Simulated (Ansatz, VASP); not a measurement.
## Ca: VASP beside Ansatz

The input INCAR:

```
PREC     = Accurate       # precision mode
ENCUT    = 520            # plane-wave cutoff, eV
EDIFF    = 1E-6           # SCF threshold, eV
ISMEAR   = 0              # smearing method
SIGMA    = 0.1            # smearing width, eV
LREAL    = False          # projectors in reciprocal space
LASPH    = True           # aspherical terms in the spheres
NELM     = 100            # most SCF steps
ALGO     = Normal         # electronic algorithm
ISIF     = 2              # what is computed and relaxed
LWAVE    = False          # write WAVECAR
LCHARG   = False          # write CHGCAR
GGA      = PE             # functional
NBANDS   = 11             # bands
```

Contents of KPOINTS:

```
Automatic mesh
0
Gamma
  14 14 14
```

POSCAR

```
Ca
1.0
   -2.2334533861      2.2334533861      2.2334533861
    2.2334533861     -2.2334533861      2.2334533861
    2.2334533861      2.2334533861     -2.2334533861
Ca
1
Direct
    0.0000000000      0.0000000000      0.0000000000
```

Input for Ansatz:

```yaml
crystal:
  lattice:
    - [-2.2334533861, 2.2334533861, 2.2334533861]
    - [2.2334533861, -2.2334533861, 2.2334533861]
    - [2.2334533861, 2.2334533861, -2.2334533861]
  atoms:
    - { symbol: Ca, position: [0.0, 0.0, 0.0] }
basis:
  ecutwfc: 420
kpoints:
  mp_grid: { grid: [14, 14, 14] }
hamiltonian:
  xc: pbe
scf:
  occupations: { method: gaussian, width: 0.1 }
output:
  forces: true
  stress: true
  eigenvalues: true
```

Alike in both runs: task single point; functional PBE; k mesh 14 × 14 × 14; occupations gaussian, width 0.1 eV; no spin polarisation.

|  | VASP | Ansatz |
| --- | --- | --- |
| version | VASP 6.6.1 | Ansatz 0.2.0 |
| potentials or method | VASP PAW PBE potentials, release 64 (Ca_sv), cutoff 520 eV | scalar-relativistic, plane waves, PAW |
| valence electrons in the cell | 10 | 10 |

|  | VASP | Ansatz | Ansatz less VASP |
| --- | --- | --- | --- |
| gap on the k mesh at the Fermi level (eV) | none | none | - |
| pressure (GPa) | -0.8 | -0.9 | -0.02 |

A gap of «none» marks a metal or a gap that the smearing closes. The functional is the same, so the differences come from potentials, cutoffs and numerics.
